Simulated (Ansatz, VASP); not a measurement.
## Os: VASP beside Ansatz

```
Os
1.0
     2.73938    0.00000    0.00000
    -1.36969    2.37237    0.00000
     0.00000    0.00000    4.31382
Os
2
Cartesian
  0.0000 1.5816 1.0785
  1.3697 0.7908 3.2354
```

Alike in both runs: task single point; functional r2SCAN; k mesh 13 × 13 × 7; occupations fermi-dirac, width 0.1 eV; no spin polarisation.

|  | VASP | Ansatz |
| --- | --- | --- |
| version | VASP 6.6.1 | Ansatz 0.2.0 |
| potentials or method | VASP PAW PBE potentials, release 64 (Os_sv_GW), cutoff 620 eV | plane waves (500 eV) with PAW, scalar-relativistic |
| valence electrons in the cell | 32 | 32 |

```csv
,VASP,Ansatz,Ansatz less VASP
pressure (GPa),-0.8,0.0,+0.75
```

VASP's potentials were made for PBE, not for r2SCAN.

Neither program's run includes spin-orbit coupling.
